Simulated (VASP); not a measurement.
**As: single point with PBEsol**

As:

```
As
1.0
    -1.56011    1.56011    1.56011
     1.56011   -1.56011    1.56011
     1.56011    1.56011   -1.56011
As
1
Cartesian
  0.0000 0.0000 0.0000
```

This isn't the form of As at room conditions, which is rhombohedral.

```
Program                : VASP 6.6.1
Task                   : single point
Functional             : PBEsol
Potentials or basis    : VASP PAW PBE potentials, release 64 (As)
Cutoff                 : 500 eV
k mesh                 : 18 × 18 × 18
Occupations            : fermi-dirac, width 0.08 eV
Spin                   : no spin polarisation
Dipole correction      : no
Further INCAR settings : ALGO = Normal; EDIFF = 1e-06; NBANDS = 8; ISYM = 0
```

* Pressure: 25.4 GPa
* Band gap on the k mesh: zero (an odd number of electrons rules out a gap without spin polarisation)

Levels at points of the mesh, in eV from the Fermi level:
```csv
k point,band 1,band 2,band 3,band 4,band 5,band 6,band 7
"(0.00, 0.00, 0.00)",-17.34,8.03,8.03,8.03,14.22,14.22,14.22
"(0.50, 0.00, 0.00)",-10.88,-8.27,2.63,5.44,8.73,8.74,20.31
"(0.00, 0.50, 0.00)",-10.88,-8.27,2.63,5.44,8.73,8.74,20.31
"(0.00, 0.00, 0.50)",-10.88,-8.27,2.63,5.44,8.73,8.74,20.31
"(0.50, 0.00, 0.50)",-10.88,-8.27,2.63,5.44,8.73,8.74,20.31
"(0.50, 0.50, 0.00)",-10.88,-8.27,2.63,5.44,8.73,8.74,20.31
"(0.00, 0.50, 0.50)",-10.88,-8.27,2.63,5.44,8.73,8.74,20.31
"(0.50, 0.50, 0.50)",-5.31,-2.81,-2.81,-2.81,2.95,2.95,27.00
```

Wall time 5.7 min on 1 thread of Oxide Virtual Turin-like Processor (shared host), peak memory 0.38 GiB.

Caveat: the cell stands under pressure; the PAW data sets were made with another functional, which shifts forces and pressure a little; an odd number of electrons without spin polarisation forces a metal; a magnetic or distorted state may lie lower.
